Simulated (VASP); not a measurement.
# KBr (Fm-3m) in VASP: settings compared

The runs below take KBr through single point, with LDA, PBEsol+D3(BJ), PBEsol, PBEsol+D4.

Program: VASP 6.6.1. These are calculated values, not measurements. Logs are shortened: lines on timing, memory, paths and dates and some standing lists are left out, and cuts for length are marked.

**1. The cell of the first run**

Symmetry: Fm-3m, No. 225, cubic system. Conventional cell: a = 6.375 Å, b = 6.375 Å, c = 6.375 Å, α = 90.00°, β = 90.00°, γ = 90.00°. Br (site symmetry m-3m) has 6 K at 3.19 Å within 4.2 Å. Within 4.2 Å of K (site symmetry m-3m) lie 6 Br at 3.19 Å.

**2. Single point, LDA**

File INCAR:

```
SYSTEM = KBr
ALGO = Normal
EDIFF = 1E-6
ENCUT = 520
ISIF = 2
ISMEAR = -1
LASPH = .TRUE.
LCHARG = .FALSE.
LREAL = .FALSE.
LWAVE = .FALSE.
NBANDS = 15
NELM = 100
PREC = Accurate
SIGMA = 0.05
```

File KPOINTS:

```
k-points
0
G
  7 7 7
  0 0 0
```

File POSCAR:

```
KBr
1.0
    0.0000000000      3.1875509845      3.1875509845
    3.1875509845      0.0000000000      3.1875509845
    3.1875509845      3.1875509845      0.0000000000
Br K
1 1
Direct
    0.5000000000      0.5000000000      0.5000000000
    0.0000000000      0.0000000000      0.0000000000
```

Potentials or basis: VASP PAW LDA potentials, release 64 (Br, K_sv).

Launch:

```sh
> cat potpaw_LDA.64/Br/POTCAR potpaw_LDA.64/K_sv/POTCAR > POTCAR
> mpirun -np 1 vasp_std > vasp.out
```

OUTCAR:

```text
SYSTEM = KBr
   EDIFF = 1E-6
   ENCUT = 520
   ISIF = 2
   ISMEAR = -1
   LASPH = .TRUE.
   LREAL = .FALSE.
   NELM = 100
   PREC = Accurate

 ion  position               nearest neighbor table
   1  0.500  0.500  0.500-   2 3.19   2 3.19   2 3.19   2 3.19   2 3.19   2 3.19
   2  0.000  0.000  0.000-   1 3.19   1 3.19   1 3.19   1 3.19   1 3.19   1 3.19

  LATTYP: Found a face centered cubic cell.
 ALAT       =     6.3751019690

  Lattice vectors:

 A1 = (   0.0000000000,   3.1875509845,   3.1875509845)
 A2 = (   3.1875509845,   0.0000000000,   3.1875509845)
 A3 = (   3.1875509845,   3.1875509845,   0.0000000000)

Analysis of symmetry for initial positions (statically):
=====================================================================
 Subroutine PRICEL returns:
 Original cell was already a primitive cell.

 Routine SETGRP: Setting up the symmetry group for a
 face centered cubic supercell.

 Subroutine GETGRP returns: Found 48 space group operations
 (whereof 48 operations were pure point group operations)
 out of a pool of 48 trial point group operations.

The static configuration has the point symmetry O_h .

Analysis of symmetry for dynamics (positions and initial velocities):
=====================================================================
 Subroutine PRICEL returns:
 Original cell was already a primitive cell.

 Routine SETGRP: Setting up the symmetry group for a
 face centered cubic supercell.

 Subroutine GETGRP returns: Found 48 space group operations
 (whereof 48 operations were pure point group operations)
 out of a pool of 48 trial point group operations.

The dynamic configuration has the point symmetry O_h .

 Subroutine INISYM returns: Found 48 space group operations
 (whereof 48 operations are pure point group operations),
 and found     1 'primitive' translations

----------------------------------------------------------------------------------------

                                     Primitive cell

  volume of cell :      64.7741

  direct lattice vectors                    reciprocal lattice vectors
     0.000000000  3.187550985  3.187550985    -0.156860236  0.156860236  0.156860236
     3.187550985  0.000000000  3.187550985     0.156860236 -0.156860236  0.156860236
     3.187550985  3.187550985  0.000000000     0.156860236  0.156860236 -0.156860236

  length of vectors
     4.507877833  4.507877833  4.507877833     0.271689899  0.271689899  0.271689899

  position of ions in fractional coordinates (direct lattice)
     0.500000000  0.500000000  0.500000000
     0.000000000  0.000000000  0.000000000

  ion indices of the primitive-cell ions
   primitive index   ion index
                 1           1
[... 81 lines left out ...]
   EMIN   =  10.00;   EMAX   =-10.00  energy-range for DOS
   EFERMI =   0.00;   METHOD = LEGACY
   ISMEAR =    -1;   SIGMA  =   0.05  broadening in eV -4-tet -1-fermi 0-gaus
   EFERMI_NEDOS =   21; number of points for ismear=-14 and -15
   IALGO  =     38    algorithm
   IMIX   =      4    mixing-type and parameters
     AMIX     =   0.40;   BMIX     =  1.00
     AMIX_MAG =   1.60;   BMIX_MAG =  1.00
  volume/ion in A,a.u.               =      32.39       218.56
  Fermi-wavevector in a.u.,A,eV,Ry     =   1.027183  1.941094 14.355565  1.055104
  Thomas-Fermi vector in A             =   2.161114
   LORBIT       =      0    0 simple, 1 ext, 2 COOP (PROOUT), +10 PAW based schemes
   GGA     = CA    functional components
   LHFCALC =     F    Hartree Fock is set to
   AEXX    =    0.0000 exact exchange contribution
   IVDW    =     0    specifies the selected vdW correction
   LEPSILON=     F    determine dielectric tensor
   LRPA    =     F    only Hartree local field effects (RPA)
 non-spin polarized calculation
  energy-cutoff  :      520.00
  volume of cell :       64.77
 maximum number of plane-waves:      1807
 NGX is ok and might be reduce to    36
   NGX = 17   NGY = 17   NGZ = 17

 number of electron      16.0000000 magnetization

 Free energy of the ion-electron system (eV)
  ---------------------------------------------------
  ext. energy  EPLUGINS =         0.00000000
  ---------------------------------------------------
  free energy    TOTEN  =        -6.83463967 eV

  energy without entropy =       -6.83463967  energy(sigma->0) =       -6.83463967

 E-fermi :  -0.4054     XC(G=0):  -8.3098

 val. band max:       -1.4530459854   @ k =   0.0000   0.0000   0.0000
 cond. band min:       2.8714163635   @ k =   0.0000   0.0000   0.0000
 fundamental gap:      4.3244623490
 Fermi energy:        -0.4053641833

 k-point     1 :       0.0000    0.0000    0.0000
  band No.  band energies     occupation
      1     -28.6663      2.00000
      2     -13.9186      2.00000
      3     -12.3914      2.00000
      4     -12.3914      2.00000
      5     -12.3914      2.00000
      6      -1.4530      2.00000
      7      -1.4530      2.00000
      8      -1.4530      2.00000
      9       2.8714      0.00000
     10       5.8865      0.00000
     11       5.8865      0.00000
     12       5.8865      0.00000
     13       6.8334      0.00000
     14       6.8334      0.00000
[... 329 lines left out ...]
      2     -13.9171      2.00000
      3     -12.5038      2.00000
      4     -12.4643      2.00000
      5     -12.2752      2.00000
      6      -2.2947      2.00000
      7      -2.2055      2.00000
      8      -1.9792      2.00000
      9       5.3647      0.00000
     10       6.2023      0.00000
     11       7.0081      0.00000
     12       7.7388      0.00000
     13       9.1360      0.00000
     14       9.2125      0.00000
     15      10.1905      0.00000

------------------------ aborting loop because EDIFF is reached ----------------------------------------

  FORCE on cell =-STRESS in cart. coord.  units (eV):
  Direction    XX          YY          ZZ          XY          YZ          ZX
  --------------------------------------------------------------------------------------
  -------------------------------------------------------------------------------------
  Total        0.0242500      0.0242500      0.0242500     -0.0000000      0.0000000     -0.0000000
  in kB        0.5998192      0.5998192      0.5998192     -0.0000000      0.0000000     -0.0000000
  external PRESSURE =       0.5998192 kB  Pullay stress =       0.0000000 kB

 VOLUME and BASIS-vectors are now :
 -----------------------------------------------------------------------------
  energy-cutoff  :      520.00
  volume of cell :       64.77
      direct lattice vectors                 reciprocal lattice vectors
     0.000000000  3.187550985  3.187550985    -0.156860236  0.156860236  0.156860236
     3.187550985  0.000000000  3.187550985     0.156860236 -0.156860236  0.156860236
     3.187550985  3.187550985  0.000000000     0.156860236  0.156860236 -0.156860236

 POSITION                                       TOTAL-FORCE (eV/Angst)
 -----------------------------------------------------------------------------------
      3.18755      3.18755      3.18755         0.000000      0.000000      0.000000
      0.00000      0.00000      0.00000         0.000000      0.000000     -0.000000
 -----------------------------------------------------------------------------------
    total drift:                                0.000000      0.000000      0.000000

  FREE ENERGIE OF THE ION-ELECTRON SYSTEM (eV)
  ---------------------------------------------------
  free  energy   TOTEN  =        -6.8346396731 eV

  energy  without entropy=       -6.8346396731  energy(sigma->0) =       -6.83463967
```

OSZICAR:

```text
N       E                     dE             d eps       ncg     rms          rms(c)
DAV:   1     0.103859919131E+03    0.10386E+03   -0.68629E+03   600   0.945E+02
DAV:   2    -0.787246163684E+00   -0.10465E+03   -0.95057E+02   761   0.244E+02
DAV:   3    -0.678696236944E+01   -0.59997E+01   -0.59672E+01   782   0.510E+01
DAV:   4    -0.700390104362E+01   -0.21694E+00   -0.21686E+00   917   0.905E+00
DAV:   5    -0.700595684189E+01   -0.20558E-02   -0.20557E-02   789   0.968E-01    0.402E+00
DAV:   6    -0.685533831137E+01    0.15062E+00   -0.16969E-01   705   0.219E+00    0.290E+00
DAV:   7    -0.683417213425E+01    0.21166E-01   -0.67000E-02   810   0.152E+00    0.127E+00
DAV:   8    -0.683458347746E+01   -0.41134E-03   -0.79596E-03   726   0.691E-01    0.176E-01
DAV:   9    -0.683458265584E+01    0.82162E-06   -0.10308E-04   831   0.695E-02    0.722E-02
DAV:  10    -0.683464044860E+01   -0.57793E-04   -0.58258E-05   670   0.413E-02    0.274E-02
DAV:  11    -0.683463942605E+01    0.10225E-05   -0.49966E-06   803   0.162E-02    0.368E-03
DAV:  12    -0.683463967314E+01   -0.24709E-06   -0.24895E-07   566   0.349E-03
   1 F= -.68346397E+01 E0= -.68346397E+01  d E =-.491801E-10
```

It took 44 s on 1 thread of AMD EPYC 7R13, shared host; peak memory 0.15 GiB.

Results:

```yaml
Free_energy: -6.8346 eV
Pressure: 0.1 GPa
Band_gap_on_the_k_mesh: 4.32 eV
```

**3. Single point, PBEsol+D3(BJ)**

This run uses another cell than the first one, of 33.03 Å³/atom.

File INCAR:

```
SYSTEM = KBr
PREC = Accurate ; ENCUT = 520
EDIFF = 1E-6 ; ISMEAR = -1
SIGMA = 0.05 ; LREAL = .FALSE.
LASPH = .TRUE. ; NELM = 60
ALGO = Normal ; ISIF = 2
LWAVE = .FALSE. ; LCHARG = .FALSE.
GGA = PS ; IVDW = 12
NBANDS = 15
```

File KPOINTS:

```
Automatic mesh
0
G
  7 7 7
  0 0 0
```

File POSCAR:

```
KBr
1.0
    0.0000000000      3.2083919536      3.2083919536
    3.2083919536      0.0000000000      3.2083919536
    3.2083919536      3.2083919536      0.0000000000
Br K
1 1
Direct
    0.5000000000      0.5000000000      0.5000000000
    0.0000000000      0.0000000000      0.0000000000
```

Potentials or basis: VASP PAW PBE potentials, release 64 (Br, K_sv).

Launch:

```sh
> cat potpaw_PBE.64/Br/POTCAR potpaw_PBE.64/K_sv/POTCAR > POTCAR
> mpirun -np 1 vasp_std > vasp.out
```

Run time: 53 s. Hardware: 1 thread of AMD EPYC 7R13, shared host; peak memory 0.18 GiB.

Results (log left out):

```
Free energy                : -6.8932 eV
Pressure                   : 0.1 GPa
Band gap on the k mesh     : 4.50 eV
Dispersion energy per atom : -0.225 eV
```

Levels at points of the mesh, in eV from the valence-band top:
```csv
k point,band 4,band 5,band 6,band 7,band 8,band 9,band 10,band 11,band 12,band 13
"(0.00, 0.00, 0.00)",-10.99,-10.99,0.00,0.00,0.00,4.50,7.52,7.52,7.52,8.42
```

Caveat: the PAW data sets were made with another functional, which shifts forces and pressure a little.

**4. Single point, PBEsol+D3(BJ)**

This run uses another cell than the first one, of 33.22 Å³/atom.

File INCAR:

```
PREC = Accurate ; ENCUT = 520
EDIFF = 1E-7 ; ISMEAR = -1
SIGMA = 0.05 ; LREAL = False
LASPH = True ; NELM = 80
ALGO = Normal ; ISIF = 2
LWAVE = False ; LCHARG = True
GGA = PS ; IVDW = 12
LELF = True ; LVHAR = True
NBANDS = 15
```

File KPOINTS:

```
Automatic mesh
0
Gamma
  7 7 7
```

File POSCAR:

```
KBr
1.0
    0.0000000000      3.2147964932      3.2147964932
    3.2147964932      0.0000000000      3.2147964932
    3.2147964932      3.2147964932      0.0000000000
Br K
1 1
Direct
    0.5000000000      0.5000000000      0.5000000000
    0.0000000000      0.0000000000      0.0000000000
```

Launch:

```sh
> cat potpaw_PBE.64/Br/POTCAR potpaw_PBE.64/K_sv/POTCAR > POTCAR
> mpirun -np 1 vasp_std > vasp.out
```

It took 53 s on 1 thread of AMD EPYC 7R13, shared host; peak memory 0.19 GiB.

The run converged. Its results:

| Property | Result |
| --- | --- |
| Free energy | -6.8932 eV |
| Pressure | 0.0 GPa |
| Band gap on the k mesh | 4.48 eV |
| Dispersion energy per atom | -0.223 eV |

Levels at points of the mesh, in eV from the valence-band top:
| k point | band 6 | band 7 | band 8 | band 9 | band 10 | band 11 |
| --- | --- | --- | --- | --- | --- | --- |
| (0.00, 0.00, 0.00) | 0.00 | 0.00 | 0.00 | 4.48 | 7.52 | 7.52 |

Caveat: three body term missing; the PAW data sets were made with another functional, which shifts forces and pressure a little.

**5. Single point, PBEsol**

This run uses another cell than the first one, of 35.11 Å³/atom.

File INCAR:

```
PREC = Accurate
ENCUT = 520
EDIFF = 1E-7
ISMEAR = -1
SIGMA = 0.05
LREAL = F
LASPH = T
NELM = 100
ALGO = Normal
ISIF = 2
LWAVE = F
LCHARG = T
GGA = PS
LELF = T
LVHAR = T
NBANDS = 15
```

File KPOINTS:

```
regular mesh
0
Gamma
  7 7 7
```

File POSCAR:

```
KBr
1.0
    0.0000000000      3.2745235611      3.2745235611
    3.2745235611      0.0000000000      3.2745235611
    3.2745235611      3.2745235611      0.0000000000
Br K
1 1
Direct
    0.5000000000      0.5000000000      0.5000000000
    0.0000000000      0.0000000000      0.0000000000
```

Launch:

```sh
> cat potpaw_PBE.64/Br/POTCAR potpaw_PBE.64/K_sv/POTCAR > POTCAR
> mpirun -np 1 vasp_std > vasp.out
```

Wall time 52 s (1 thread of AMD EPYC 7R13, shared host); peak memory 0.18 GiB.

Results (log left out):

```
Free energy            : -6.4599 eV
Pressure               : 0.1 GPa
Band gap on the k mesh : 4.34 eV
```

Levels at points of the mesh, in eV from the valence-band top:
| k point | band 4 | band 5 | band 6 | band 7 | band 8 | band 9 | band 10 | band 11 | band 12 | band 13 |
| --- | --- | --- | --- | --- | --- | --- | --- | --- | --- | --- |
| (0.00, 0.00, 0.00) | -11.11 | -11.11 | 0.00 | 0.00 | 0.00 | 4.34 | 7.53 | 7.53 | 7.53 | 8.38 |

Caveat: the PAW data sets were made with another functional, which shifts forces and pressure a little.

**6. Single point, PBEsol+D4**

This run uses another cell than the first one, of 34.23 Å³/atom.

File INCAR:

```
PREC     = Accurate       # precision mode
ENCUT    = 520            # plane-wave cutoff, eV
EDIFF    = 1E-7           # SCF threshold, eV
ISMEAR   = -1             # smearing method
SIGMA    = 0.05           # smearing width, eV
LREAL    = F              # projectors in reciprocal space
LASPH    = T              # aspherical terms in the spheres
NELM     = 100            # most SCF steps
ALGO     = Normal         # electronic algorithm
ISIF     = 2              # what is computed and relaxed
LWAVE    = F              # write WAVECAR
LCHARG   = F              # write CHGCAR
GGA      = PS             # functional
IVDW     = 13             # dispersion correction
NBANDS   = 15             # bands
```

File KPOINTS:

```
Automatic mesh
0
Gamma
  7 7 7
```

File POSCAR:

```
KBr
1.0
    0.0000000000      3.2470469922      3.2470469922
    3.2470469922      0.0000000000      3.2470469922
    3.2470469922      3.2470469922      0.0000000000
Br K
1 1
Direct
    0.5000000000      0.5000000000      0.5000000000
    0.0000000000      0.0000000000      0.0000000000
```

Potentials or basis: VASP PAW PBE potentials, release 64 (Br, K_sv).

Launch:

```sh
> cat potpaw_PBE.64/Br/POTCAR potpaw_PBE.64/K_sv/POTCAR > POTCAR
> mpirun -np 1 vasp_std > vasp.out
```

Run time: 50 s. Hardware: 1 thread of AMD EPYC 7R13, shared host; peak memory 0.18 GiB.

It converged, with:

| Item | Value |
| --- | --- |
| Free energy | -6.6153 eV |
| Pressure | 0.1 GPa |
| Band gap on the k mesh | 4.40 eV |
| Dispersion energy per atom | -0.079 eV |

Levels at points of the mesh, in eV from the valence-band top:
```tsv
k point	band 6	band 7	band 8	band 9	band 10	band 11
(0.00, 0.00, 0.00)	0.00	0.00	0.00	4.40	7.53	7.53
```

Caveat: the PAW data sets were made with another functional, which shifts forces and pressure a little.

**7. Overview**

```csv
level,potentials or basis,cell,gap on the mesh (eV),pressure (GPa)
LDA,"VASP PAW LDA potentials, release 64 (Br, K_sv)","a = 4.508 Å, angles 60.0°, 2 atoms",4.32,0.1
PBEsol+D3(BJ),"VASP PAW PBE potentials, release 64 (Br, K_sv)","a = 4.537 Å, angles 60.0°, 2 atoms",4.50,0.1
PBEsol+D3(BJ),"VASP PAW PBE potentials, release 64 (Br, K_sv)","a = 4.546 Å, angles 60.0°, 2 atoms",4.48,0.0
PBEsol,"VASP PAW PBE potentials, release 64 (Br, K_sv)","a = 4.631 Å, angles 60.0°, 2 atoms",4.34,0.1
PBEsol+D4,"VASP PAW PBE potentials, release 64 (Br, K_sv)","a = 4.592 Å, angles 60.0°, 2 atoms",4.40,0.1
```

Alike in all rows: task single point; no spin polarisation; k mesh 7 × 7 × 7; cutoff (eV) 520; smearing fermi-dirac 0.05 eV.

Caveats: the PAW data sets were made with another functional, which shifts forces and pressure a little (at least some runs); three body term missing (at least some runs).

Total energies depend on the potentials used, so only differences within one code and one set of settings carry meaning.
